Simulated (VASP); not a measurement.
# SnGeO2 (P-6m2) in VASP: a series of runs, part 2 of 2

VASP 6.6.1. The steps go on from the part before.

### 4 Relaxation of cell and atoms, PBE

This run uses another cell than the first one, of 18.78 Å³/atom.

Contents of INCAR:

```
  ALGO = Normal
  EDIFF = 1E-7
  EDIFFG = -0.01
  ENCUT = 600
  GGA = PE
  IBRION = 2
  ISIF = 3
  ISMEAR = 0
  LASPH = True
  LCHARG = False
  LREAL = False
  LWAVE = False
  NELM = 60
  NSW = 100
  PREC = Accurate
  SIGMA = 0.1
```

Contents of KPOINTS:

```
k-points
0
Gamma
  12 12 12
```

Contents of POSCAR:

```
SnGeO2
1.0
    4.6367205977      0.0000000000      0.0000000000
   -2.3183602989      4.0155178279      0.0000000000
    0.0000000000      0.0000000000      4.0348227321
Sn Ge O
1 1 2
Direct
    0.0000000000      0.0000000000      0.5000000000
    0.3333333333      0.6666666667      0.5000000000
    0.0000000000      0.0000000000      0.0000000000
    0.6666666667      0.3333333333      0.0000000000
```

Potentials or basis: VASP PAW PBE potentials, release 64 (Sn_d, Ge_d, O).

The run is started by

```console
$ cat potpaw_PBE.64/Sn_d/POTCAR potpaw_PBE.64/Ge_d/POTCAR potpaw_PBE.64/O/POTCAR > POTCAR
$ mpirun -np 1 vasp_std > vasp.out
```

OUTCAR:

```text
EDIFF = 1E-7
   EDIFFG = -0.01
   ENCUT = 600
   GGA = PE
   IBRION = 2
   ISIF = 3
   ISMEAR = 0
   LASPH = True
   LREAL = False
   NELM = 60
   NSW = 100
   PREC = Accurate

 ion  position               nearest neighbor table
   1  0.000  0.000  0.500-   3 2.02   3 2.02   2 2.68   2 2.68   2 2.68
   2  0.333  0.667  0.500-   1 2.68   1 2.68   1 2.68
   3  0.000  0.000  0.000-   1 2.02   1 2.02
   4  0.667  0.333  0.000-

  LATTYP: Found a hexagonal cell.
 ALAT       =     4.6367205977
 C/A-ratio  =     0.8701888861

  Lattice vectors:

 A1 = (   4.6367205977,   0.0000000000,   0.0000000000)
 A2 = (  -2.3183602989,   4.0155178279,   0.0000000000)
 A3 = (   0.0000000000,   0.0000000000,   4.0348227321)

Analysis of symmetry for initial positions (statically):
=====================================================================
 Subroutine PRICEL returns:
 Original cell was already a primitive cell.

 Routine SETGRP: Setting up the symmetry group for a
 hexagonal supercell.

 Subroutine GETGRP returns: Found 12 space group operations
 (whereof 12 operations were pure point group operations)
 out of a pool of 24 trial point group operations.

The static configuration has the point symmetry D_3h.

Analysis of symmetry for dynamics (positions and initial velocities):
=====================================================================
 Subroutine PRICEL returns:
 Original cell was already a primitive cell.

 Routine SETGRP: Setting up the symmetry group for a
 hexagonal supercell.

 Subroutine GETGRP returns: Found 12 space group operations
 (whereof 12 operations were pure point group operations)
 out of a pool of 24 trial point group operations.

The dynamic configuration has the point symmetry D_3h.

 Subroutine INISYM returns: Found 12 space group operations
 (whereof 12 operations are pure point group operations),
 and found     1 'primitive' translations

----------------------------------------------------------------------------------------

[... 125 lines left out ...]
   LEPSILON=     F    determine dielectric tensor
   LRPA    =     F    only Hartree local field effects (RPA)
 conjugate gradient relaxation of ions
 non-spin polarized calculation
 Gauss-broadening in eV      SIGMA  =   0.10
  energy-cutoff  :      600.00
  volume of cell :       75.12
 maximum number of plane-waves:      2548
 NGX is ok and might be reduce to    40
   NGX = 19   NGY = 19   NGZ = 17

--------------------------------------- Ionic step        1  -------------------------------------------

 number of electron      39.9999996 magnetization

 Free energy of the ion-electron system (eV)
  ---------------------------------------------------
  ext. energy  EPLUGINS =         0.00000000
  ---------------------------------------------------
  free energy    TOTEN  =       -15.99563091 eV

  energy without entropy =      -15.96034822  energy(sigma->0) =      -15.97798956

------------------------ aborting loop because EDIFF is reached ----------------------------------------

  FORCE on cell =-STRESS in cart. coord.  units (eV):
  Direction    XX          YY          ZZ          XY          YZ          ZX
  --------------------------------------------------------------------------------------
  -------------------------------------------------------------------------------------
  Total        0.1334572      0.1334572      0.2292497     -0.0000000     -0.0000000      0.0000000
  in kB        2.8462667      2.8462667      4.8892520     -0.0000000     -0.0000000      0.0000000
  external PRESSURE =       3.5272618 kB  Pullay stress =       0.0000000 kB
[... 63 lines left out ...]
--------------------------------------- Ionic step        3  -------------------------------------------

 number of electron      39.9999998 magnetization

 Free energy of the ion-electron system (eV)
  ---------------------------------------------------
  ext. energy  EPLUGINS =         0.00000000
  ---------------------------------------------------
  free energy    TOTEN  =       -15.99608087 eV

  energy without entropy =      -15.96075558  energy(sigma->0) =      -15.97841823

 E-fermi :   3.1845     XC(G=0):  -9.7019

 val. band max:        3.1841545411   @ k =   0.4167   0.0000   0.4167
 cond. band min:       3.1863686262   @ k =   0.3333   0.0833   0.3333
 fundamental gap:      0.0022140851
 Fermi energy:         3.1844863765

 k-point     1 :       0.0000    0.0000    0.0000
  band No.  band energies     occupation
      1     -21.5229      2.00000
      2     -21.4552      2.00000
      3     -21.4552      2.00000
      4     -21.3148      2.00000
      5     -21.3148      2.00000
      6     -18.2803      2.00000
[... 637 lines left out ...]
     23       5.6628      0.00000
     24       9.2854      0.00000

 [... further k-points ...]

------------------------ aborting loop because EDIFF is reached ----------------------------------------

  FORCE on cell =-STRESS in cart. coord.  units (eV):
  Direction    XX          YY          ZZ          XY          YZ          ZX
  --------------------------------------------------------------------------------------
  -------------------------------------------------------------------------------------
  Total        0.0158937      0.0158937     -0.0202149     -0.0000000     -0.0000000      0.0000000
  in kB        0.3372411      0.3372411     -0.4289310     -0.0000000     -0.0000000      0.0000000
  external PRESSURE =       0.0818504 kB  Pullay stress =       0.0000000 kB
[... 19 lines left out ...]
  FREE ENERGIE OF THE ION-ELECTRON SYSTEM (eV)
  ---------------------------------------------------
  free  energy   TOTEN  =       -15.9960808717 eV

  energy  without entropy=      -15.9607555792  energy(sigma->0) =      -15.97841823

 reached required accuracy - stopping structural energy minimisation
```

OSZICAR:

```text
N       E                     dE             d eps       ncg     rms          rms(c)
DAV:   1     0.381414356833E+03    0.38141E+03   -0.22388E+04  7256   0.359E+03
DAV:   2     0.416682829551E+02   -0.33975E+03   -0.33400E+03  6952   0.768E+02
DAV:   3    -0.179060496717E+02   -0.59574E+02   -0.58545E+02  7424   0.210E+02
[... 34 lines left out ...]
DAV:   5    -0.159960800541E+02    0.28402E-04   -0.11767E-04  7680   0.859E-02    0.689E-03
DAV:   6    -0.159960803913E+02   -0.33714E-06   -0.83206E-06  7160   0.293E-02    0.392E-03
DAV:   7    -0.159960806899E+02   -0.29862E-06   -0.80603E-07  6744   0.816E-03    0.168E-03
DAV:   8    -0.159960808451E+02   -0.15519E-06   -0.10358E-07  3568   0.315E-03    0.377E-04
DAV:   9    -0.159960808717E+02   -0.26561E-07   -0.21041E-08  3360   0.196E-03
   3 F= -.15996081E+02 E0= -.15978418E+02  d E =-.449965E-03
```

CONTCAR:

```text
SnGeO2
   1.00000000000000
     4.6430928268147786   -0.0000000000000793    0.0000000000000000
    -2.3215464134575270    4.0210363401923432    0.0000000000000000
     0.0000000000000000   -0.0000000000000000    4.0443478803331860
  Sn              Ge              O
     1     1     2
Direct
     0.0000000000000000    0.0000000000000000    0.5000000000000000
     0.3333333332999970    0.6666666667000030    0.5000000000000000
     0.0000000000000000    0.0000000000000000    1.0000000000000000
     0.6666666667000030    0.3333333332999970    1.0000000000000000

  0.00000000E+00  0.00000000E+00  0.00000000E+00
  0.00000000E+00  0.00000000E+00  0.00000000E+00
  0.00000000E+00  0.00000000E+00  0.00000000E+00
  0.00000000E+00  0.00000000E+00  0.00000000E+00
```

Run time: 5.9 min. Hardware: 1 thread of Intel Xeon Platinum 8559C (Emerald Rapids), shared host; peak memory 0.46 GiB.

What came out:

| Quantity | Value |
| --- | --- |
| Free energy | -15.9961 eV |
| Relaxed volume | 18.88 Å³/atom |
| Relaxed cell | a = 4.643 Å, b = 4.643 Å, c = 4.044 Å, α = 90.00°, β = 90.00°, γ = 120.00° |
| Space group after relaxing (to 0.1 Å) | P-6m2 (No. 187) |
| Energy gained by relaxing | 0.1 meV/atom |
| Ionic steps | 3 |
| Pressure after relaxing | 0.0 GPa |
| Band gap on the k mesh | zero (bands 20 and 21 overlap by 0.86 eV) |

Step by step:
```csv
step,energy change (eV),largest force (eV/Å),pressure (GPa),volume (Å³)
1,0.0000,0.0000,0.35,75.12
2,-0.0004,0.0000,-0.05,75.57
3,-0.0004,0.0000,0.01,75.51
```

Final structure:
```cif
data_structure
_symmetry_space_group_name_H-M 'P 1'
_symmetry_Int_Tables_number 1
_cell_length_a 4.6431
_cell_length_b 4.6431
_cell_length_c 4.0443
_cell_angle_alpha 90.000
_cell_angle_beta 90.000
_cell_angle_gamma 120.000
_cell_volume 75.51
loop_
_atom_site_label
_atom_site_type_symbol
_atom_site_fract_x
_atom_site_fract_y
_atom_site_fract_z
_atom_site_occupancy
Sn1 Sn 0.00000 0.00000 0.50000 1
Ge1 Ge 0.33333 0.66667 0.50000 1
O1 O 0.00000 0.00000 0.00000 1
O2 O 0.66667 0.33333 0.00000 1
```

Caveat: spin-orbit coupling is left out, which moves the levels of the heavy elements.

### 5 Overview

```csv
task,cell,k mesh,cutoff (eV),gap on the mesh (eV),pressure (GPa)
single point,"a = 3.667, b = 3.667, c = 6.657 Å, angles 90.0, 90.0, 120.0°, 4 atoms",6 × 6 × 4,520,none,31.4
single point,"a = 4.662, b = 4.662, c = 4.026 Å, angles 90.0, 90.0, 120.0°, 4 atoms",12 × 12 × 12,520,none,0.1
relaxation of cell and atoms,"relaxed from a = 4.637, b = 4.637, c = 4.035 Å, angles 90.0, 90.0, 120.0°, 4 atoms",12 × 12 × 12,600,none,0.0
```

Alike in all rows: level PBE; potentials or basis VASP PAW PBE potentials, release 64 (Sn_d, Ge_d, O); no spin polarisation; smearing gaussian 0.1 eV.

Caveats: spin-orbit coupling is left out, which moves the levels of the heavy elements; the stress differs along the axes, from -6 to 50 GPa (at least some runs).

Total energies depend on the potentials used, so only differences within one code and one set of settings carry meaning.
